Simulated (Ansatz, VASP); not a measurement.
**One calculation of MnO2, two programs**

```xyz
3
Lattice="2.7374 0.0000 0.0000 -1.3687 2.3707 0.0000 0.0000 0.0000 4.4094" Properties=species:S:1:pos:R:3 pbc="T T T"
Mn    0.0000    0.0000    2.2047
O     1.3687    0.7902    1.2951
O     0.0000    1.5804    3.1143
```

Change from the starting cell: volume scaled by 0.88, no spin polarisation, PAW files.

Alike in both runs: task single point; functional LDA; k mesh 11 × 11 × 6; occupations fermi-dirac, width 0.03 eV; no spin polarisation.

|  | VASP | Ansatz |
| --- | --- | --- |
| version | VASP 6.6.1 | Ansatz 0.2.0 |
| potentials or method | VASP PAW LDA potentials, release 64 (Mn_sv, O) | PAW with Ansatz's default frozen-core files, scalar-relativistic |
| plane-wave cutoff (eV) | 700 | 420 |
| valence electrons in the cell | 27 | 27 |

|  | VASP | Ansatz | Ansatz less VASP |
| --- | --- | --- | --- |
| pressure (GPa) | 10.9 | 10.5 | -0.47 |
| traceless stress, the component that is largest in VASP (GPa) | -0.07 | 0.53 | +0.601 |
| rms of the force components (eV/Å) | 0.580 | 0.557 | -0.0230 |

LDA's correlation is that of Perdew and Zunger in VASP and of Perdew and Wang (1992) in Ansatz. Atom by atom the forces differ by 0.023 eV/Å (rms over components).
